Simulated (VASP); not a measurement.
# SiC4 (I4/mmm) in VASP: single point with PBE

Aim: the single point of SiC4 with PBE.

Everything below comes from runs of VASP 6.6.1. Logs are shortened: lines on timing, memory, paths and dates and some standing lists are left out, and cuts for length are marked.

### Step 1. The cell of the first run

The structure is tetragonal, space group I4/mmm (No. 139). The conventional cell has a = 6.901 Å, b = 6.901 Å, c = 2.491 Å, α = 90.00°, β = 90.00°, γ = 90.00°. Within 3.3 Å of Si (site symmetry 4/mmm) lie 2 Si at 2.49 Å and 12 C at 2.50 to 2.71 Å. Within 1.8 Å of C (site symmetry m2m) lie 2 C at 1.36 Å.

The cell was built from a structure type or drawn by symmetry, and may not be a known phase.

### Step 2. Single point, PBE

INCAR reads:

```
PREC = Accurate
ENCUT = 520
EDIFF = 1E-6
ISMEAR = 0
SIGMA = 0.1
LREAL = F
LASPH = T
NELM = 60
ALGO = Normal
ISIF = 2
LWAVE = F
LCHARG = F
GGA = PE
NBANDS = 18
```

KPOINTS reads:

```
regular mesh
0
Gamma
  16 16 16
```

POSCAR reads:

```
SiC4
1.0
   -3.4507080677      3.4507080677      1.2453996056
    3.4507080677     -3.4507080677      1.2453996056
    3.4507080677      3.4507080677     -1.2453996056
Si C
1 4
Direct
    0.0000000000      0.0000000000      0.0000000000
    0.7219394307      0.7219394307      0.4438788613
    0.7219394307      0.2780605693      0.0000000000
    0.2780605693      0.7219394307      0.0000000000
    0.2780605693      0.2780605693      0.5561211387
```

Potentials or basis: VASP PAW PBE potentials, release 64 (Si, C).

On the command line:

```sh
$ cat potpaw_PBE.64/Si/POTCAR potpaw_PBE.64/C/POTCAR > POTCAR
$ mpirun -np 1 vasp_std > vasp.out
```

OUTCAR:

```text
PREC = Accurate
   ENCUT = 520
   EDIFF = 1E-6
   ISMEAR = 0
   LREAL = F
   LASPH = T
   NELM = 60
   ISIF = 2
   GGA = PE

 ion  position               nearest neighbor table
   1  0.000  0.000  0.000-   2 2.50   5 2.50   2 2.50   5 2.50   4 2.50   3 2.50   4 2.50   3 2.50

   2  0.722  0.722  0.444-   5 1.36   5 1.36   1 2.50   1 2.50
   3  0.722  0.278  0.000-   4 1.36   4 1.36   1 2.50   1 2.50
   4  0.278  0.722  0.000-   3 1.36   3 1.36   1 2.50   1 2.50
   5  0.278  0.278  0.556-   2 1.36   2 1.36   1 2.50   1 2.50

  LATTYP: Found a body centered tetragonal cell.
 ALAT       =     6.9014161354
 C/A-ratio  =     0.3609113206

  Lattice vectors:

 A1 = (  -3.4507080677,   3.4507080677,   1.2453996056)
 A2 = (   3.4507080677,  -3.4507080677,   1.2453996056)
 A3 = (   3.4507080677,   3.4507080677,  -1.2453996056)

Analysis of symmetry for initial positions (statically):
=====================================================================
 Subroutine PRICEL returns:
 Original cell was already a primitive cell.

 Routine SETGRP: Setting up the symmetry group for a
 body centered tetragonal supercell.

 Subroutine GETGRP returns: Found 16 space group operations
 (whereof 16 operations were pure point group operations)
 out of a pool of 16 trial point group operations.

The static configuration has the point symmetry D_4h.

Analysis of symmetry for dynamics (positions and initial velocities):
=====================================================================
 Subroutine PRICEL returns:
 Original cell was already a primitive cell.

 Routine SETGRP: Setting up the symmetry group for a
 body centered tetragonal supercell.

 Subroutine GETGRP returns: Found 16 space group operations
 (whereof 16 operations were pure point group operations)
 out of a pool of 16 trial point group operations.

The dynamic configuration has the point symmetry D_4h.

 Subroutine INISYM returns: Found 16 space group operations
 (whereof 16 operations are pure point group operations),
 and found     1 'primitive' translations

----------------------------------------------------------------------------------------

                                     Primitive cell

  volume of cell :      59.3178

  direct lattice vectors                    reciprocal lattice vectors
    -3.450708068  3.450708068  1.245399606     0.000000000  0.144897798  0.401477564
     3.450708068 -3.450708068  1.245399606     0.144897798  0.000000000  0.401477564
     3.450708068  3.450708068 -1.245399606     0.144897798  0.144897798  0.000000000

  length of vectors
     5.036446417  5.036446417  5.036446417     0.426825030  0.426825030  0.204916431

  position of ions in fractional coordinates (direct lattice)
     0.000000000  0.000000000  0.000000000
     0.721939431  0.721939431  0.443878861
     0.721939431  0.278060569  0.000000000
     0.278060569  0.721939431  0.000000000
     0.278060569  0.278060569  0.556121139

  ion indices of the primitive-cell ions
   primitive index   ion index
                 1           1
                 2           2
                 3           3
                 4           4
                 5           5

----------------------------------------------------------------------------------------

 KPOINTS: regular mesh

Automatic generation of k-mesh.
 Grid dimensions read from file:
 generate k-points for:   16   16   16

 Generating k-lattice:

  Cartesian coordinates                     Fractional coordinates (reciprocal lattice)
     0.000000000  0.009056112  0.025092348     0.062500000  0.000000000  0.000000000
     0.009056112  0.000000000  0.025092348     0.000000000  0.062500000  0.000000000
     0.009056112  0.009056112  0.000000000     0.000000000  0.000000000  0.062500000

  Length of vectors
     0.026676564  0.026676564  0.012807277

  Shift w.r.t. Gamma in fractional coordinates (k-lattice)
     0.000000000  0.000000000  0.000000000

 Subroutine IBZKPT returns following result:
 ===========================================

 Found    349 irreducible k-points:

 Following reciprocal coordinates:
            Coordinates               Weight
  0.000000  0.000000  0.000000      1.000000
  0.062500  0.000000  0.000000      8.000000
  0.125000  0.000000  0.000000      8.000000
  0.187500  0.000000  0.000000      8.000000
  0.250000  0.000000  0.000000      8.000000
  0.312500  0.000000 -0.000000      8.000000
[... 16 lines left out ...]
 -0.125000  0.062500  0.000000     16.000000
 -0.062500  0.062500  0.000000      4.000000
 [... further k-points ...]
   k-points           NKPTS =    349   k-points in BZ     NKDIM =    349   number of bands    NBANDS=     18
   number of dos      NEDOS =    301   number of ions     NIONS =      5
   total plane-waves  NPLWV =  64000
   dimension x,y,z NGX =    40 NGY =   40 NGZ =   40
   dimension x,y,z NGXF=    80 NGYF=   80 NGZF=   80
   ions per type =               1   4
   NGX,Y,Z   is equivalent  to a cutoff of  13.20, 13.20, 13.20 a.u.
   NGXF,Y,Z  is equivalent  to a cutoff of  26.41, 26.41, 26.41 a.u.
 SYSTEM =  unknown system
   PREC   = accura    normal or accurate (medium, high low for compatibility)
   ISTART =      0    job   : 0-new  1-cont  2-samecut
   ICHARG =      2    charge: 1-file 2-atom 10-const
   ISPIN  =      1    spin polarized calculation?
   LNONCOLLINEAR =      F non collinear calculations
   LSORBIT =      F    spin-orbit coupling
   LASPH  =      T    aspherical Exc in radial PAW
   ENCUT  =  520.0 eV  38.22 Ry    6.18 a.u.   9.36  9.36  9.36*2*pi/ulx,y,z
   NELM   =     60;   NELMIN=  2; NELMDL= -5     # of ELM steps
   EDIFF  = 0.1E-05   stopping-criterion for ELM
   LREAL  =      F    real-space projection
   EDIFFG = 0.1E-04   stopping-criterion for IOM
   NSW    =      0    number of steps for IOM
   IBRION =     -1    ionic relax: 0-MD 1-quasi-New 2-CG
   NFREE  =      0    steps in history (QN), initial steepest desc. (CG)
   ISIF   =      2    stress and relaxation
   ISYM   =      2    0-nonsym 1-usesym 2-fastsym
   POTIM  = 0.5000    time-step for ionic-motion
   TEBEG  =    0.0;   TEEND  =   0.0 temperature during run
   PSTRESS=    0.0 pullay stress
   NELECT =      20.0000    total number of electrons
   NUPDOWN=      -1.0000    fix difference up-down
   EMIN   =  10.00;   EMAX   =-10.00  energy-range for DOS
   EFERMI =   0.00;   METHOD = LEGACY
   ISMEAR =     0;   SIGMA  =   0.10  broadening in eV -4-tet -1-fermi 0-gaus
   EFERMI_NEDOS =   21; number of points for ismear=-14 and -15
   IALGO  =     38    algorithm
   IMIX   =      4    mixing-type and parameters
     AMIX     =   0.40;   BMIX     =  1.00
     AMIX_MAG =   1.60;   BMIX_MAG =  1.00
  volume/ion in A,a.u.               =      11.86        80.06
  Fermi-wavevector in a.u.,A,eV,Ry     =   1.139436  2.153221 17.664627  1.298313
  Thomas-Fermi vector in A             =   2.276139
   LORBIT       =      0    0 simple, 1 ext, 2 COOP (PROOUT), +10 PAW based schemes
   GGA     = PE    functional components
   LHFCALC =     F    Hartree Fock is set to
   AEXX    =    0.0000 exact exchange contribution
   IVDW    =     0    specifies the selected vdW correction
   LEPSILON=     F    determine dielectric tensor
   LRPA    =     F    only Hartree local field effects (RPA)
 non-spin polarized calculation
 Gauss-broadening in eV      SIGMA  =   0.10
  energy-cutoff  :      520.00
  volume of cell :       59.32
 maximum number of plane-waves:      1629
 NGX is ok and might be reduce to    40
   NGX = 19   NGY = 19   NGZ = 19

 number of electron      19.9999999 magnetization

 Free energy of the ion-electron system (eV)
  ---------------------------------------------------
  ext. energy  EPLUGINS =         0.00000000
  ---------------------------------------------------
  free energy    TOTEN  =       -36.07563780 eV

  energy without entropy =      -36.06865234  energy(sigma->0) =      -36.07214507

 E-fermi :   4.4026     XC(G=0):  -9.7061

 val. band max:        4.4012663209   @ k =  -0.3750  -0.3750   0.3125
 cond. band min:       4.4039196914   @ k =  -0.2500   0.5000   0.1875
 fundamental gap:      0.0026533705
 Fermi energy:         4.4025503300

 k-point     1 :       0.0000    0.0000    0.0000
  band No.  band energies     occupation
      1     -13.1684      2.00000
      2     -12.2335      2.00000
      3      -4.2610      2.00000
      4      -3.7853      2.00000
      5      -3.7853      2.00000
      6      -1.9810      2.00000
[... 10 lines left out ...]
     17      12.9699      0.00000
     18      13.4394      0.00000

 k-point     2 :       0.0625    0.0000    0.0000
  band No.  band energies     occupation
      1     -13.0986      2.00000
      2     -12.1786      2.00000
      3      -4.3569      2.00000
      4      -3.7044      2.00000
      5      -3.5416      2.00000
      6      -2.1887      2.00000
[... 10 lines left out ...]
     17      13.2119      0.00000
     18      13.2730      0.00000

 k-point     3 :       0.1250    0.0000    0.0000
  band No.  band energies     occupation
      1     -12.8901      2.00000
      2     -12.0135      2.00000
      3      -4.4254      2.00000
      4      -3.5311      2.00000
      5      -3.1601      2.00000
      6      -2.6759      2.00000
[... 10 lines left out ...]
     17      12.5877      0.00000
     18      14.0515      0.00000

 k-point     4 :       0.1875    0.0000    0.0000
  band No.  band energies     occupation
      1     -12.5458      2.00000
      2     -11.7380      2.00000
      3      -4.4078      2.00000
      4      -3.8867      2.00000
      5      -3.6831      2.00000
      6      -2.7008      2.00000
[... 375 lines left out ...]
      4      -3.4880      2.00000
      5      -2.9607      2.00000
      6      -2.6630      2.00000
[... 10 lines left out ...]
     17      12.5222      0.00000
     18      14.0833      0.00000

 k-point    23 :      -0.1250    0.0625    0.0000
  band No.  band energies     occupation
      1     -13.0805      2.00000
      2     -12.1940      2.00000
      3      -4.7059      2.00000
      4      -3.6785      2.00000
      5      -3.1294      2.00000
      6      -2.1881      2.00000
[... 10 lines left out ...]
     17      13.1019      0.00000
     18      13.3432      0.00000

 k-point    24 :      -0.0625    0.0625    0.0000
  band No.  band energies     occupation
      1     -13.1593      2.00000
      2     -12.2414      2.00000
      3      -4.5438      2.00000
      4      -3.7770      2.00000
      5      -3.4628      2.00000
      6      -1.9811      2.00000
[... 10 lines left out ...]
     17      12.9604      0.00000
     18      13.4262      0.00000

 [... further k-points ...]
[... 5 lines left out ...]
  --------------------------------------------------------------------------------------
  -------------------------------------------------------------------------------------
  Total       -0.0018975     -0.0018975      0.1676437      0.0000000      0.0000000      0.0000000
  in kB       -0.0512516     -0.0512516      4.5280660      0.0000000      0.0000000      0.0000000
  external PRESSURE =       1.4751876 kB  Pullay stress =       0.0000000 kB

 VOLUME and BASIS-vectors are now :
 -----------------------------------------------------------------------------
  energy-cutoff  :      520.00
  volume of cell :       59.32
      direct lattice vectors                 reciprocal lattice vectors
    -3.450708068  3.450708068  1.245399606     0.000000000  0.144897798  0.401477564
     3.450708068 -3.450708068  1.245399606     0.144897798  0.000000000  0.401477564
     3.450708068  3.450708068 -1.245399606     0.144897798  0.144897798  0.000000000

 POSITION                                       TOTAL-FORCE (eV/Angst)
 -----------------------------------------------------------------------------------
      0.00000      0.00000      0.00000        -0.000000      0.000000     -0.000000
      1.53170      1.53170      1.24540        -0.005106     -0.005106     -0.000000
     -1.53170      1.53170      1.24540         0.005106     -0.005106     -0.000000
      1.53170     -1.53170      1.24540        -0.005106      0.005106     -0.000000
      1.91901      1.91901     -0.00000         0.005106      0.005106      0.000000
 -----------------------------------------------------------------------------------
    total drift:                               -0.000000     -0.000000      0.000000

  FREE ENERGIE OF THE ION-ELECTRON SYSTEM (eV)
  ---------------------------------------------------
  free  energy   TOTEN  =       -36.0756377984 eV

  energy  without entropy=      -36.0686523397  energy(sigma->0) =      -36.07214507
```

Run time: 12 min. Hardware: 1 thread of Intel Xeon 8259CL, shared host; peak memory 0.46 GiB.

What came out:

* Free energy: -36.0756 eV
* Pressure: 0.1 GPa
* Largest force: 0.007 eV/Å
* Band gap on the k mesh: zero (bands 10 and 11 overlap by 4.92 eV)

Forces on the atoms (eV/Å):
```
Si   0.000  0.000  0.000
C   -0.005 -0.005  0.000
C    0.005 -0.005  0.000
C   -0.005  0.005  0.000
C    0.005  0.005  0.000
```

Stress tensor (GPa, compression positive):
```
-0.01  0.00  0.00
 0.00 -0.01  0.00
 0.00  0.00  0.45
```
